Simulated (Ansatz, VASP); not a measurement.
## Al2InN3 in VASP and in Ansatz

Contents of INCAR:

```
SYSTEM = Al2InN3
PREC     = Accurate       ! precision mode
ENCUT    = 520            ! plane-wave cutoff, eV
EDIFF    = 1E-6           ! SCF threshold, eV
ISMEAR   = 0              ! smearing method
SIGMA    = 0.1            ! smearing width, eV
LREAL    = .FALSE.        ! projectors in reciprocal space
LASPH    = .TRUE.         ! aspherical terms in the spheres
NELM     = 150            ! most SCF steps
ALGO     = Normal         ! electronic algorithm
ISIF     = 2              ! what is computed and relaxed
LWAVE    = .FALSE.        ! write WAVECAR
LCHARG   = .FALSE.        ! write CHGCAR
ISPIN    = 2              ! spin polarisation
MAGMOM   = 0 0 0 1 1 1    ! initial moments
LORBIT   = 11             ! projections on sites
GGA      = PE             ! functional
NBANDS   = 30             ! bands
```

Contents of KPOINTS:

```
regular mesh
0
G
  6 6 6
  0 0 0
```

POSCAR

```
Al2InN3
1.0
    5.2583180022      0.0000000000      0.0000000000
   -2.6291590011      4.5538369711      0.0000000000
    0.0000000000      0.0000000000      2.7327284004
Al In N
2 1 3
Direct
    0.3333333333      0.6666666667      0.5000000000
    0.6666666667      0.3333333333      0.5000000000
    0.0000000000      0.0000000000      0.0000000000
    0.4119080837      0.0000000000      0.0000000000
    0.0000000000      0.4119080837      0.0000000000
    0.5880919163      0.5880919163      0.0000000000
```

Input for Ansatz:

```yaml
crystal:
  lattice:
    - [5.2583180022, 0.0, 0.0]
    - [-2.6291590011, 4.5538369711, 0.0]
    - [0.0, 0.0, 2.7327284004]
  atoms:
    - { symbol: Al, position: [0.3333333333, 0.6666666667, 0.5] }
    - { symbol: Al, position: [0.6666666667, 0.3333333333, 0.5] }
    - { symbol: In, position: [0.0, 0.0, 0.0] }
    - { symbol: "N", position: [0.4119080837, 0.0, 0.0], spin: 1.0 }
    - { symbol: "N", position: [0.0, 0.4119080837, 0.0], spin: 1.0 }
    - { symbol: "N", position: [0.5880919163, 0.5880919163, 0.0], spin: 1.0 }
basis:
  ecutwfc: 420
kpoints:
  mp_grid: { grid: [6, 6, 6] }
hamiltonian:
  xc: pbe
scf:
  occupations: { method: gaussian, width: 0.1 }
  lower_state_search: "off"
output:
  forces: true
  stress: true
  eigenvalues: true
  populations: true
magnetization:
  spin_polarized: true
```

Alike in both runs: task single point; functional PBE; k mesh 6 × 6 × 6; occupations gaussian, width 0.1 eV; collinear spin.

```csv
,VASP,Ansatz
version,VASP 6.6.1,Ansatz 0.2.0
potentials or method,"VASP PAW PBE potentials, release 64 (Al, In_d, N), cutoff 520 eV","scalar-relativistic, plane waves, PAW"
valence electrons in the cell,34,34
```

```tsv
	VASP	Ansatz	Ansatz less VASP
gap on the k mesh at the Fermi level (eV)	none	none	-
pressure (GPa)	0.2	0.2	+0.05
traceless stress, the component that is largest in VASP (GPa)	-0.34	-0.17	+0.170
rms of the force components (eV/Å)	0.004	0.014	+0.0095
net moment per atom (μB)	0.02	0.02	0.000
size of the moment on the site where the two differ most (μB)	0.04	0.05	+0.005
```

Site moments also hang on the region over which each program counts them. Atom by atom the forces differ by 0.010 eV/Å (rms over components). A gap of «none» marks a metal or a gap that the smearing closes. The functional is the same, so the differences come from potentials, cutoffs and numerics. Ansatz's warnings: seeded moment not kept.

The k mesh is coarse, so the values compare programs but aren't converged.
